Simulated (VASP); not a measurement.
# ZrB (Fm-3m) in VASP: settings compared, part 2 of 2

VASP 6.6.1.

### Step 4. Density of states, PBEsol

The input, POSCAR:

```
ZrB
1.0
    0.0000000000      2.3250000000      2.3250000000
    2.3250000000      0.0000000000      2.3250000000
    2.3250000000      2.3250000000      0.0000000000
Zr B
1 1
Direct
    0.0000000000      0.0000000000      0.0000000000
    0.5000000000      0.5000000000      0.5000000000
```

The input, INCAR.step1:

```
  ALGO = Normal
  EDIFF = 1E-6
  ENCUT = 520
  GGA = PS
  ISIF = 2
  ISMEAR = -1
  LASPH = T
  LCHARG = T
  LMAXMIX = 4
  LREAL = F
  LWAVE = F
  NBANDS = 14
  NELM = 80
  PREC = Accurate
  SIGMA = 0.05
```

The input, KPOINTS.step1:

```
k-points
0
Gamma
  8 8 8
```

The input, INCAR.step2:

```
  ALGO = Normal
  EDIFF = 1E-6
  ENCUT = 520
  GGA = PS
  ICHARG = 11
  ISIF = 2
  ISMEAR = -5
  LASPH = T
  LCHARG = F
  LMAXMIX = 4
  LORBIT = 11
  LREAL = F
  LWAVE = F
  NBANDS = 14
  NEDOS = 2001
  NELM = 80
  PREC = Accurate
  SIGMA = 0.05
```

The input, KPOINTS.step2:

```
k-points
0
Gamma
  12 12 12
```

Launch:

```sh
> cat potpaw_PBE.64/Zr_sv/POTCAR potpaw_PBE.64/B/POTCAR > POTCAR
> cp INCAR.step1 INCAR
> cp KPOINTS.step1 KPOINTS
> mpirun -np 1 vasp_std > vasp.out
> cp INCAR.step2 INCAR
> cp KPOINTS.step2 KPOINTS
> mpirun -np 1 vasp_std > vasp.out
```

It took 37 s on 1 thread of Intel Xeon 8259CL, shared host; peak memory 0.15 GiB.

It converged, with:

```
Valence electrons inside the program's atomic spheres : Zr 10.12; B 1.90
```

Levels at points of the mesh, in eV from the Fermi level:
| k point | band 5 | band 6 | band 7 | band 8 | band 9 | band 10 | band 11 | band 12 |
| --- | --- | --- | --- | --- | --- | --- | --- | --- |
| (0.00, 0.00, 0.00) | -8.31 | 1.89 | 1.89 | 1.89 | 3.70 | 3.70 | 3.86 | 3.86 |
| (0.50, 0.00, 0.00) | -4.21 | -3.53 | -1.41 | -1.41 | 5.77 | 5.77 | 7.38 | 8.25 |
| (0.50, 0.50, 0.00) | -6.45 | -1.16 | -0.28 | 2.58 | 2.58 | 5.49 | 6.94 | 6.94 |

### Step 5. Vibrations by perturbation theory, PBEsol

The input, INCAR:

```
ALGO     = Normal         # electronic algorithm
EDIFF    = 1E-8           # SCF threshold, eV
ENCUT    = 520            # plane-wave cutoff, eV
GGA      = PS             # functional
IBRION   = 8              # ionic algorithm
ISIF     = 2              # what is computed and relaxed
ISMEAR   = -1             # smearing method
LASPH    = T              # aspherical terms in the spheres
LCHARG   = T              # write CHGCAR
LREAL    = F              # projectors in reciprocal space
LWAVE    = F              # write WAVECAR
NELM     = 100            # most SCF steps
NSW      = 1              # ionic steps
PREC     = Accurate       # precision mode
SIGMA    = 0.05           # smearing width, eV
```

The input, KPOINTS:

```
k-points
0
Gamma
  8 8 8
```

POSCAR is that of step 4.

Potentials or basis: VASP PAW PBE potentials, release 64 (Zr_sv, B).

Launch:

```sh
> cat potpaw_PBE.64/Zr_sv/POTCAR potpaw_PBE.64/B/POTCAR > POTCAR
> mpirun -np 1 vasp_std > vasp.out
```

OUTCAR:

```text
EDIFF = 1E-8
   ENCUT = 520
   GGA = PS
   IBRION = 8
   ISIF = 2
   ISMEAR = -1
   LASPH = T
   LREAL = F
   NELM = 100
   NSW = 1
   PREC = Accurate

 ion  position               nearest neighbor table
   1  0.000  0.000  0.000-   2 2.33   2 2.33   2 2.33   2 2.33   2 2.33   2 2.33
   2  0.500  0.500  0.500-   1 2.33   1 2.33   1 2.33   1 2.33   1 2.33   1 2.33

  LATTYP: Found a face centered cubic cell.
 ALAT       =     4.6500000000

  Lattice vectors:

 A1 = (   0.0000000000,   2.3250000000,   2.3250000000)
 A2 = (   2.3250000000,   0.0000000000,   2.3250000000)
 A3 = (   2.3250000000,   2.3250000000,   0.0000000000)

Analysis of symmetry for initial positions (statically):
=====================================================================
 Subroutine PRICEL returns:
 Original cell was already a primitive cell.

 Routine SETGRP: Setting up the symmetry group for a
 face centered cubic supercell.

 Subroutine GETGRP returns: Found 48 space group operations
 (whereof 48 operations were pure point group operations)
 out of a pool of 48 trial point group operations.

The static configuration has the point symmetry O_h .

Analysis of symmetry for dynamics (positions and initial velocities):
=====================================================================
 Subroutine PRICEL returns:
 Original cell was already a primitive cell.

 Routine SETGRP: Setting up the symmetry group for a
 face centered cubic supercell.

 Subroutine GETGRP returns: Found 48 space group operations
 (whereof 48 operations were pure point group operations)
 out of a pool of 48 trial point group operations.

[... 518 lines left out ...]
    total drift:                                0.000000     -0.000000     -0.000000

  FREE ENERGIE OF THE ION-ELECTRON SYSTEM (eV)
  ---------------------------------------------------
  free  energy   TOTEN  =       -16.6114269223 eV

  energy  without entropy=      -16.5998827907  energy(sigma->0) =      -16.60565486

[... ionic steps 2 to 3 ...]

--------------------------------------- Ionic step        4  -------------------------------------------

------------------------ aborting loop because EDIFF is reached ----------------------------------------

[... ionic steps 5 to 6 ...]

--------------------------------------- Ionic step        7  -------------------------------------------

 Free energy of the ion-electron system (eV)
  ---------------------------------------------------
  ---------------------------------------------------
  free energy    TOTEN  =        -0.04219972 eV

  energy without entropy =       -0.04219972

------------------------ aborting loop because EDIFF is reached ----------------------------------------

 INTERNAL STRAIN TENSOR  FOR ION    2  DIRECTION 1   (eV/Angst):
 -----------------------------------------------------------------------------
    -0.02755 -0.00000  0.00000
    -0.00000  0.01120 -0.00000
     0.00000 -0.00000  0.01120

 INTERNAL STRAIN TENSOR FOR ION    2 for displacements in x,y,z  (eV/Angst):
          X           Y           Z          XY          YZ          ZX
  --------------------------------------------------------------------------------
  x     0.00000     0.00000     0.00000     0.00000     0.00000     0.00000
  y     0.00000     0.00000     0.00000     0.00000     0.00000     0.00000
  z     0.00000     0.00000     0.00000     0.00000     0.00000     0.00000

 SECOND DERIVATIVES (NOT SYMMETRIZED)
 ------------------------------------
               1X          1Y          1Z          2X          2Y          2Z
  1X    -9.645542    0.000000    0.000000    9.645542    0.000000    0.000000
  1Y     0.000000   -9.645542    0.000000    0.000000    9.645542    0.000000
  1Z     0.000000    0.000000   -9.645542    0.000000    0.000000    9.645542
  2X     9.674879    0.000000    0.000000   -9.674879    0.000000    0.000000
  2Y     0.000000    9.674879    0.000000    0.000000   -9.674879    0.000000
  2Z     0.000000    0.000000    9.674879    0.000000    0.000000   -9.674879

 Eigenvectors and eigenvalues of the dynamical matrix
 ----------------------------------------------------

   1 f  =   15.638347 THz    98.258635 2PiTHz  521.639121 cm-1    64.674979 meV
             X         Y         Z           dx          dy          dz
      0.000000  0.000000  0.000000    -0.320855   -0.052141   -0.000000
      2.325000  2.325000  2.325000     0.933447    0.151690   -0.000000
[... 21 lines left out ...]
   6 f/i=    0.007300 THz     0.045866 2PiTHz    0.243496 cm-1     0.030190 meV
             X         Y         Z           dx          dy          dz
      0.000000  0.000000  0.000000    -0.204481   -0.894628   -0.228390
      2.325000  2.325000  2.325000    -0.070287   -0.307512   -0.078505

--------------------------------------------------------------------------------------------------------

 ELASTIC MODULI CONTR FROM IONIC RELAXATION (kBar)
 Direction    XX          YY          ZZ          XY          YZ          ZX
 --------------------------------------------------------------------------------
 XX           0.0000      0.0000      0.0000      0.0000      0.0000      0.0000
 YY           0.0000      0.0000      0.0000      0.0000      0.0000      0.0000
 ZZ           0.0000      0.0000      0.0000      0.0000      0.0000      0.0000
 XY           0.0000      0.0000      0.0000      0.0000      0.0000      0.0000
 YZ           0.0000      0.0000      0.0000      0.0000      0.0000      0.0000
 ZX           0.0000      0.0000      0.0000      0.0000      0.0000      0.0000
 --------------------------------------------------------------------------------
```

It took 98 s on 1 thread of Intel Xeon 8259CL, shared host; peak memory 0.18 GiB.

What came out:

```
Highest phonon frequency at Γ, LO-TO splitting left out : 522 cm⁻¹
```

Phonon frequencies in cm⁻¹ (negative: imaginary):
```csv
q point,frequencies
"(0.000, 0.000, 0.000)",0 0 0 522 522 522
```

Caveat: the cell wasn't relaxed at this level first, which shifts response properties.

### Step 6. Vibrations by perturbation theory, PBE

The input, INCAR:

```
PREC = Accurate ; ENCUT = 500
EDIFF = 1E-8 ; ISMEAR = -1
SIGMA = 0.05 ; LREAL = F
LASPH = T ; NELM = 120
ALGO = Normal ; ISIF = 2
LWAVE = F ; LCHARG = F
GGA = PE ; IBRION = 8
NSW = 1 ; GGA_COMPAT = F
```

The input, KPOINTS:

```
regular mesh
0
Gamma
  7 7 7
```

POSCAR is that of step 5.

Potentials or basis: VASP PAW PBE potentials, release 64 (Zr_sv, B).

Launch:

```sh
> cat potpaw_PBE.64/Zr_sv/POTCAR potpaw_PBE.64/B/POTCAR > POTCAR
> mpirun -np 1 vasp_std > vasp.out
```

OUTCAR:

```text
PREC = Accurate
   ENCUT = 500
   EDIFF = 1E-8
   ISMEAR = -1
   LREAL = F
   LASPH = T
   NELM = 120
   ISIF = 2
   GGA = PE
   IBRION = 8
   NSW = 1

 ion  position               nearest neighbor table
   1  0.000  0.000  0.000-   2 2.33   2 2.33   2 2.33   2 2.33   2 2.33   2 2.33
   2  0.500  0.500  0.500-   1 2.33   1 2.33   1 2.33   1 2.33   1 2.33   1 2.33

  LATTYP: Found a face centered cubic cell.
 ALAT       =     4.6500000000

  Lattice vectors:

 A1 = (   0.0000000000,   2.3250000000,   2.3250000000)
 A2 = (   2.3250000000,   0.0000000000,   2.3250000000)
 A3 = (   2.3250000000,   2.3250000000,   0.0000000000)

Analysis of symmetry for initial positions (statically):
=====================================================================
 Subroutine PRICEL returns:
 Original cell was already a primitive cell.

 Routine SETGRP: Setting up the symmetry group for a
 face centered cubic supercell.

 Subroutine GETGRP returns: Found 48 space group operations
 (whereof 48 operations were pure point group operations)
 out of a pool of 48 trial point group operations.

The static configuration has the point symmetry O_h .

Analysis of symmetry for dynamics (positions and initial velocities):
=====================================================================
 Subroutine PRICEL returns:
 Original cell was already a primitive cell.

 Routine SETGRP: Setting up the symmetry group for a
 face centered cubic supercell.

 Subroutine GETGRP returns: Found 48 space group operations
 (whereof 48 operations were pure point group operations)
 out of a pool of 48 trial point group operations.

The dynamic configuration has the point symmetry O_h .

[... 453 lines left out ...]
    total drift:                                0.000000     -0.000000     -0.000000

  FREE ENERGIE OF THE ION-ELECTRON SYSTEM (eV)
  ---------------------------------------------------
  free  energy   TOTEN  =       -15.5760669315 eV

  energy  without entropy=      -15.5612425315  energy(sigma->0) =      -15.56865473

[... ionic steps 2 to 3 ...]

--------------------------------------- Ionic step        4  -------------------------------------------

------------------------ aborting loop because EDIFF is reached ----------------------------------------

[... ionic steps 5 to 6 ...]

--------------------------------------- Ionic step        7  -------------------------------------------

 Free energy of the ion-electron system (eV)
  ---------------------------------------------------
  ---------------------------------------------------
  free energy    TOTEN  =        -0.04279446 eV

  energy without entropy =       -0.04279446

------------------------ aborting loop because EDIFF is reached ----------------------------------------

 INTERNAL STRAIN TENSOR  FOR ION    2  DIRECTION 1   (eV/Angst):
 -----------------------------------------------------------------------------
     0.01241 -0.00000  0.00000
     0.00000 -0.01036  0.00000
     0.00000  0.00000 -0.01036

 INTERNAL STRAIN TENSOR FOR ION    2 for displacements in x,y,z  (eV/Angst):
          X           Y           Z          XY          YZ          ZX
  --------------------------------------------------------------------------------
  x     0.00000     0.00000     0.00000     0.00000     0.00000     0.00000
  y     0.00000     0.00000     0.00000     0.00000     0.00000     0.00000
  z     0.00000     0.00000     0.00000     0.00000     0.00000     0.00000

 SECOND DERIVATIVES (NOT SYMMETRIZED)
 ------------------------------------
               1X          1Y          1Z          2X          2Y          2Z
  1X    -9.433764    0.000000    0.000000    9.433764    0.000000    0.000000
  1Y     0.000000   -9.433764    0.000000    0.000000    9.433764    0.000000
  1Z     0.000000    0.000000   -9.433764    0.000000    0.000000    9.433764
  2X     9.432364    0.000000    0.000000   -9.432364    0.000000    0.000000
  2Y     0.000000    9.432364    0.000000    0.000000   -9.432364    0.000000
  2Z     0.000000    0.000000    9.432364    0.000000    0.000000   -9.432364

 Eigenvectors and eigenvalues of the dynamical matrix
 ----------------------------------------------------

   1 f  =   15.443705 THz    97.035661 2PiTHz  515.146554 cm-1    63.870004 meV
             X         Y         Z           dx          dy          dz
      0.000000  0.000000  0.000000     0.325527   -0.000000   -0.000000
      2.325000  2.325000  2.325000    -0.945533    0.000000   -0.000000
[... 21 lines left out ...]
   6 f/i=    0.000353 THz     0.002217 2PiTHz    0.011767 cm-1     0.001459 meV
             X         Y         Z           dx          dy          dz
      0.000000  0.000000  0.000000    -0.082926   -0.409257    0.848330
      2.325000  2.325000  2.325000    -0.028550   -0.140899    0.292062

--------------------------------------------------------------------------------------------------------

 ELASTIC MODULI CONTR FROM IONIC RELAXATION (kBar)
 Direction    XX          YY          ZZ          XY          YZ          ZX
 --------------------------------------------------------------------------------
 XX           0.0000      0.0000      0.0000      0.0000      0.0000      0.0000
 YY           0.0000      0.0000      0.0000      0.0000      0.0000      0.0000
 ZZ           0.0000      0.0000      0.0000      0.0000      0.0000      0.0000
 XY           0.0000      0.0000      0.0000      0.0000      0.0000      0.0000
 YZ           0.0000      0.0000      0.0000      0.0000      0.0000      0.0000
 ZX           0.0000      0.0000      0.0000      0.0000      0.0000      0.0000
 --------------------------------------------------------------------------------
```

stdout:

```text
POSCAR found type information on POSCAR ZrB
 POSCAR found :  2 types and       2 ions
 scaLAPACK will be used
 LDA part: xc-table for (Slater+PW92), standard interpolation
 POSCAR, INCAR and KPOINTS ok, starting setup
 FFT: planning ... GRIDC
 FFT: planning ... GRID_SOFT
 FFT: planning ... GRID
 WAVECAR not read
 entering main loop
 Linear response reoptimize wavefunctions to high precision
 Linear response DOF=           2
 Linear response progress:
 first order change of Fermi-energy   0.40609E-03
 force on displaced ion       1 direction 1 :  -9.434   0.000   0.000
 Linear response progress:
 first order change of Fermi-energy  -0.12682E-03
 force on displaced ion       2 direction 1 :  -9.432   0.000   0.000
 Linear response finished
```

Run time: 58 s. Hardware: 1 thread of Intel Xeon Platinum 8259CL at 2.50GHz (Skylake/Cascade Lake), shared host; peak memory 0.17 GiB.

What came out:

```yaml
Highest_phonon_frequency_at_Γ_LO-TO_splitting_left_out: 515 cm⁻¹
```

Phonon frequencies in cm⁻¹ (negative: imaginary):
```tsv
q point	frequencies
(0.000, 0.000, 0.000)	0 0 0 515 515 515
```

Caveat: the cell wasn't relaxed at this level first, which shifts response properties.
